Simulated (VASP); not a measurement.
# Ni (Im-3m) in VASP: single point with PBEsol

Aim: the single point of Ni with PBEsol.

All numbers are computed with VASP 6.6.1; they aren't measurements. Logs are shortened: lines on timing, memory, paths and dates and some standing lists are left out, and cuts for length are marked.

## (1) The cell of the first run

The structure is cubic, space group Im-3m (No. 229). Conventional cell: a = 2.792 Å, b = 2.792 Å, c = 2.792 Å, α = 90.00°, β = 90.00°, γ = 90.00°. Within 3.2 Å of Ni (site symmetry m-3m) lie 14 Ni at 2.42 to 2.79 Å.

This isn't the form of Ni at room conditions, which is fcc.

## (2) Single point, PBEsol, collinear spin, ferromagnetic start

INCAR reads:

```
SYSTEM = Ni
ALGO = Normal
EDIFF = 1E-6
ENCUT = 600
GGA = PS
GGA_COMPAT = .FALSE.
ISIF = 2
ISMEAR = 0
ISPIN = 2
LASPH = .TRUE.
LCHARG = .FALSE.
LMAXMIX = 4
LORBIT = 11
LREAL = .FALSE.
LWAVE = .FALSE.
MAGMOM = 0.65
NBANDS = 15
NELM = 200
PREC = Accurate
SIGMA = 0.1
```

KPOINTS reads:

```
k-points
0
G
  20 20 20
  0 0 0
```

POSCAR reads:

```
Ni
1.0
   -1.3961573847      1.3961573847      1.3961573847
    1.3961573847     -1.3961573847      1.3961573847
    1.3961573847      1.3961573847     -1.3961573847
Ni
1
Direct
    0.0000000000      0.0000000000      0.0000000000
```

Potentials or basis: VASP PAW PBE potentials, release 64 (Ni).

Run with:

```sh
$ cat potpaw_PBE.64/Ni/POTCAR > POTCAR
$ mpirun -np 1 vasp_std > vasp.out
```

OUTCAR:

```text
SYSTEM = Ni
   EDIFF = 1E-6
   ENCUT = 600
   GGA = PS
   ISIF = 2
   ISMEAR = 0
   ISPIN = 2
   LASPH = .TRUE.
   LORBIT = 11
   LREAL = .FALSE.
   NELM = 200
   PREC = Accurate

 ion  position               nearest neighbor table
   1  0.000  0.000  0.000-

  LATTYP: Found a body centered cubic cell.
 ALAT       =     2.7923147694

  Lattice vectors:

 A1 = (  -1.3961573847,   1.3961573847,   1.3961573847)
 A2 = (   1.3961573847,  -1.3961573847,   1.3961573847)
 A3 = (   1.3961573847,   1.3961573847,  -1.3961573847)

Analysis of symmetry for initial positions (statically):
=====================================================================
 Subroutine PRICEL returns:
 Original cell was already a primitive cell.

 Routine SETGRP: Setting up the symmetry group for a
 body centered cubic supercell.

 Subroutine GETGRP returns: Found 48 space group operations
 (whereof 48 operations were pure point group operations)
 out of a pool of 48 trial point group operations.

The static configuration has the point symmetry O_h .

Analysis of symmetry for dynamics (positions and initial velocities):
=====================================================================
 Subroutine PRICEL returns:
 Original cell was already a primitive cell.

 Routine SETGRP: Setting up the symmetry group for a
 body centered cubic supercell.

 Subroutine GETGRP returns: Found 48 space group operations
 (whereof 48 operations were pure point group operations)
 out of a pool of 48 trial point group operations.

The dynamic configuration has the point symmetry O_h .

Analysis of structural, dynamic, and magnetic symmetry:
=====================================================================
 Subroutine PRICEL returns:
 Original cell was already a primitive cell.

 Routine SETGRP: Setting up the symmetry group for a
 body centered cubic supercell.

 Subroutine GETGRP returns: Found 48 space group operations
 (whereof 48 operations were pure point group operations)
 out of a pool of 48 trial point group operations.

The overall configuration has the point symmetry O_h .

 Subroutine INISYM returns: Found 48 space group operations
 (whereof 48 operations are pure point group operations),
 and found     1 'primitive' translations

----------------------------------------------------------------------------------------

                                     Primitive cell

  volume of cell :      10.8859

  direct lattice vectors                    reciprocal lattice vectors
    -1.396157385  1.396157385  1.396157385     0.000000000  0.358125814  0.358125814
     1.396157385 -1.396157385  1.396157385     0.358125814  0.000000000  0.358125814
     1.396157385  1.396157385 -1.396157385     0.358125814  0.358125814  0.000000000

  length of vectors
     2.418215526  2.418215526  2.418215526     0.506466383  0.506466383  0.506466383

  position of ions in fractional coordinates (direct lattice)
     0.000000000  0.000000000  0.000000000

  ion indices of the primitive-cell ions
   primitive index   ion index
                 1           1

----------------------------------------------------------------------------------------

 KPOINTS: k-points

Automatic generation of k-mesh.
 Grid dimensions read from file:
 generate k-points for:   20   20   20

 Generating k-lattice:

  Cartesian coordinates                     Fractional coordinates (reciprocal lattice)
     0.000000000  0.017906291  0.017906291     0.050000000  0.000000000  0.000000000
     0.017906291  0.000000000  0.017906291     0.000000000  0.050000000  0.000000000
     0.017906291  0.017906291  0.000000000     0.000000000  0.000000000  0.050000000

  Length of vectors
     0.025323319  0.025323319  0.025323319

  Shift w.r.t. Gamma in fractional coordinates (k-lattice)
     0.000000000  0.000000000  0.000000000

 Subroutine IBZKPT returns following result:
 ===========================================

 Found    256 irreducible k-points:

 Following reciprocal coordinates:
            Coordinates               Weight
  0.000000  0.000000  0.000000      1.000000
  0.050000  0.000000  0.000000     12.000000
  0.100000  0.000000  0.000000     12.000000
  0.150000  0.000000  0.000000     12.000000
  0.200000  0.000000  0.000000     12.000000
  0.250000  0.000000  0.000000     12.000000
[... 16 lines left out ...]
  0.200000  0.100000 -0.000000     48.000000
  0.250000  0.100000  0.000000     48.000000
 [... further k-points ...]
   k-points           NKPTS =    256   k-points in BZ     NKDIM =    256   number of bands    NBANDS=     15
   number of dos      NEDOS =    301   number of ions     NIONS =      1
   total plane-waves  NPLWV =   8000
   dimension x,y,z NGX =    20 NGY =   20 NGZ =   20
   dimension x,y,z NGXF=    40 NGYF=   40 NGZF=   40
   ions per type =               1
   NGX,Y,Z   is equivalent  to a cutoff of  13.75, 13.75, 13.75 a.u.
   NGXF,Y,Z  is equivalent  to a cutoff of  27.50, 27.50, 27.50 a.u.
 SYSTEM =  Ni
   PREC   = accura    normal or accurate (medium, high low for compatibility)
   ISTART =      0    job   : 0-new  1-cont  2-samecut
   ICHARG =      2    charge: 1-file 2-atom 10-const
   ISPIN  =      2    spin polarized calculation?
   LNONCOLLINEAR =      F non collinear calculations
   LSORBIT =      F    spin-orbit coupling
   LASPH  =      T    aspherical Exc in radial PAW
   ENCUT  =  600.0 eV  44.10 Ry    6.64 a.u.   4.83  4.83  4.83*2*pi/ulx,y,z
   NELM   =    200;   NELMIN=  2; NELMDL= -5     # of ELM steps
   EDIFF  = 0.1E-05   stopping-criterion for ELM
   LREAL  =      F    real-space projection
   EDIFFG = 0.1E-04   stopping-criterion for IOM
   NSW    =      0    number of steps for IOM
   IBRION =     -1    ionic relax: 0-MD 1-quasi-New 2-CG
   NFREE  =      0    steps in history (QN), initial steepest desc. (CG)
   ISIF   =      2    stress and relaxation
   ISYM   =      2    0-nonsym 1-usesym 2-fastsym
   POTIM  = 0.5000    time-step for ionic-motion
   TEBEG  =    0.0;   TEEND  =   0.0 temperature during run
   PSTRESS=    0.0 pullay stress
   NELECT =      10.0000    total number of electrons
   NUPDOWN=      -1.0000    fix difference up-down
   EMIN   =  10.00;   EMAX   =-10.00  energy-range for DOS
   EFERMI =   0.00;   METHOD = LEGACY
   ISMEAR =     0;   SIGMA  =   0.10  broadening in eV -4-tet -1-fermi 0-gaus
   EFERMI_NEDOS =   21; number of points for ismear=-14 and -15
   IALGO  =     38    algorithm
   IMIX   =      4    mixing-type and parameters
     AMIX     =   0.40;   BMIX     =  1.00
     AMIX_MAG =   1.60;   BMIX_MAG =  1.00
  volume/ion in A,a.u.               =      10.89        73.46
  Fermi-wavevector in a.u.,A,eV,Ry     =   1.591428  3.007364 34.458721  2.532645
  Thomas-Fermi vector in A             =   2.689970
   LORBIT       =     11    0 simple, 1 ext, 2 COOP (PROOUT), +10 PAW based schemes
   GGA     = PS    functional components
   LHFCALC =     F    Hartree Fock is set to
   AEXX    =    0.0000 exact exchange contribution
   IVDW    =     0    specifies the selected vdW correction
   LEPSILON=     F    determine dielectric tensor
   LRPA    =     F    only Hartree local field effects (RPA)
 spin polarized calculation
 Gauss-broadening in eV      SIGMA  =   0.10
  energy-cutoff  :      600.00
  volume of cell :       10.89
 maximum number of plane-waves:       375
   NGX =  9   NGY =  9   NGZ =  9

 number of electron      10.0000000 magnetization       0.6500000

 number of electron       9.9999993 magnetization       0.5641693

 Free energy of the ion-electron system (eV)
  ---------------------------------------------------
  ext. energy  EPLUGINS =         0.00000000
  ---------------------------------------------------
  free energy    TOTEN  =        -6.02640389 eV

  energy without entropy =       -6.01880852  energy(sigma->0) =       -6.02260620

 E-fermi :   9.0542     XC(G=0): -13.4267

 val. band max:        9.0509413772   @ k =  -0.3000   0.5000   0.0500
 cond. band min:       9.0565550577   @ k =   0.2500   0.1500   0.0000
 fundamental gap:      0.0056136804
 Fermi energy:         9.0542306566

 spin component 1

 k-point     1 :       0.0000    0.0000    0.0000
  band No.  band energies     occupation
      1       0.1226      1.00000
      2       6.7583      1.00000
      3       6.7583      1.00000
      4       6.7583      1.00000
      5       8.1824      1.00000
      6       8.1824      1.00000
      7      35.4797      0.00000
      8      35.4797      0.00000
      9      35.4797      0.00000
     10      40.3599      0.00000
     11      40.3599      0.00000
     12      41.3079      0.00000
     13      41.3079      0.00000
     14      41.3079      0.00000
     15      42.0760      0.00000

 k-point     2 :       0.0500    0.0000    0.0000
  band No.  band energies     occupation
      1       0.2262      1.00000
      2       6.7346      1.00000
      3       6.7570      1.00000
      4       6.8054      1.00000
      5       8.1579      1.00000
      6       8.1842      1.00000
      7      34.5856      0.00000
      8      35.2861      0.00000
      9      35.3289      0.00000
     10      39.3875      0.00000
     11      39.6307      0.00000
     12      39.6739      0.00000
     13      41.0235      0.00000
     14      42.4290      0.00000
     15      42.7556      0.00000
[... 365 lines left out ...]
      3       6.5078      1.00000
      4       7.8914      1.00000
      5       8.0034      1.00000
      6       8.3086      1.00000
      7      24.8950      0.00000
      8      28.2351      0.00000
      9      31.7265      0.00000
     10      35.1603      0.00000
     11      39.0463      0.00000
     12      40.0314      0.00000
     13      46.2281      0.00000
     14      46.5747      0.00000
     15      51.0703      0.00000

 k-point    24 :       0.2500    0.1000    0.0000
  band No.  band energies     occupation
      1       3.5245      1.00000
      2       6.1619      1.00000
      3       6.5530      1.00000
      4       7.9218      1.00000
      5       8.2815      1.00000
      6       8.4889      1.00000
      7      22.3945      0.00000
      8      27.3389      0.00000
      9      30.6328      0.00000
     10      34.8648      0.00000
     11      39.0105      0.00000
     12      40.6789      0.00000
     13      46.9376      0.00000
     14      48.9438      0.00000
     15      52.8328      0.00000

 [... further k-points ...]

 spin component 2

 k-point     1 :       0.0000    0.0000    0.0000
  band No.  band energies     occupation
      1       0.1285      1.00000
      2       7.4228      1.00000
      3       7.4228      1.00000
      4       7.4228      1.00000
      5       8.6885      1.00000
      6       8.6885      1.00000
      7      35.4080      0.00000
      8      35.4080      0.00000
      9      35.4080      0.00000
     10      40.3190      0.00000
     11      40.3190      0.00000
     12      41.4874      0.00000
     13      41.4874      0.00000
     14      41.4874      0.00000
     15      42.2413      0.00000

 k-point     2 :       0.0500    0.0000    0.0000
  band No.  band energies     occupation
      1       0.2323      1.00000
      2       7.3974      1.00000
      3       7.4203      1.00000
      4       7.4715      1.00000
      5       8.6628      1.00000
      6       8.6904      1.00000
      7      34.5404      0.00000
      8      35.2191      0.00000
      9      35.2729      0.00000
     10      39.4184      0.00000
     11      39.7700      0.00000
     12      39.8501      0.00000
     13      41.0210      0.00000
     14      42.5802      0.00000
     15      42.8590      0.00000
[... 365 lines left out ...]
      3       7.0780      1.00000
      4       8.4247      1.00000
      5       8.6932      1.00000
      6       8.8251      0.99940
      7      25.0210      0.00000
      8      28.3164      0.00000
      9      31.8292      0.00000
     10      35.1866      0.00000
     11      39.1166      0.00000
     12      40.0911      0.00000
     13      46.2583      0.00000
     14      46.6565      0.00000
     15      51.2094      0.00000

 k-point    24 :       0.2500    0.1000    0.0000
  band No.  band energies     occupation
      1       3.6044      1.00000
      2       6.7746      1.00000
      3       7.0563      1.00000
      4       8.4737      1.00000
      5       8.8377      0.99890
      6       9.1366      0.12211
      7      22.5528      0.00000
      8      27.4217      0.00000
      9      30.7239      0.00000
     10      34.9145      0.00000
     11      39.0915      0.00000
     12      40.7295      0.00000
     13      46.9681      0.00000
     14      49.0164      0.00000
     15      52.9289      0.00000

 [... further k-points ...]

------------------------ aborting loop because EDIFF is reached ----------------------------------------

  FORCE on cell =-STRESS in cart. coord.  units (eV):
  Direction    XX          YY          ZZ          XY          YZ          ZX
  --------------------------------------------------------------------------------------
  -------------------------------------------------------------------------------------
  Total       -0.5432817     -0.5432817     -0.5432817     -0.0000000      0.0000000     -0.0000000
  in kB      -79.9599518    -79.9599518    -79.9599518     -0.0000000      0.0000000     -0.0000000
  external PRESSURE =     -79.9599518 kB  Pullay stress =       0.0000000 kB

 VOLUME and BASIS-vectors are now :
 -----------------------------------------------------------------------------
  energy-cutoff  :      600.00
  volume of cell :       10.89
      direct lattice vectors                 reciprocal lattice vectors
    -1.396157385  1.396157385  1.396157385     0.000000000  0.358125814  0.358125814
     1.396157385 -1.396157385  1.396157385     0.358125814  0.000000000  0.358125814
     1.396157385  1.396157385 -1.396157385     0.358125814  0.358125814  0.000000000

 POSITION                                       TOTAL-FORCE (eV/Angst)
 -----------------------------------------------------------------------------------
      0.00000      0.00000      0.00000        -0.000000     -0.000000      0.000000
 -----------------------------------------------------------------------------------
    total drift:                                0.000000     -0.000000      0.000000

  FREE ENERGIE OF THE ION-ELECTRON SYSTEM (eV)
  ---------------------------------------------------
  free  energy   TOTEN  =        -6.0264038910 eV

  energy  without entropy=       -6.0188085181  energy(sigma->0) =       -6.02260620

 total charge

# of ion       s       p       d       tot
------------------------------------------
    1        0.494   0.493   8.329   9.316

 magnetization (x)

# of ion       s       p       d       tot
------------------------------------------
    1       -0.004  -0.016   0.590   0.570
```

Wall time 2.6 min (1 thread of Intel Xeon 8259CL, shared host); peak memory 0.19 GiB.

Results:

```
Free energy                                           : -6.0264 eV
Pressure                                              : -8.0 GPa
Net moment                                            : 0.56 μB per cell
Site moments                                          : Ni +0.57 μB
Valence electrons inside the program's atomic spheres : Ni 9.32
```

Levels at points of the mesh, in eV from the Fermi level:
Spin up:
```tsv
k point	band 1	band 2	band 3	band 4	band 5	band 6	band 7	band 8	band 9	band 10
(0.00, 0.00, 0.00)	-8.93	-2.30	-2.30	-2.30	-0.87	-0.87	26.43	26.43	26.43	31.31
(0.50, 0.00, 0.00)	-4.62	-3.21	-0.96	-0.72	-0.05	0.23	6.45	19.07	19.96	23.73
(0.50, 0.50, 0.50)	-4.18	-4.18	-0.27	-0.27	-0.27	9.72	9.72	9.72	15.65	15.65
```
Spin down:
```csv
k point,band 3,band 4,band 5,band 6,band 7,band 8
"(0.00, 0.00, 0.00)",-1.63,-1.63,-0.37,-0.37,26.35,26.35
"(0.50, 0.00, 0.00)",-0.39,-0.20,0.22,0.71,6.81,19.03
"(0.50, 0.50, 0.50)",0.48,0.48,0.48,9.77,9.77,9.77
```

Caveat: the cell stands under tension; the PAW data sets were made with another functional, which shifts forces and pressure a little.
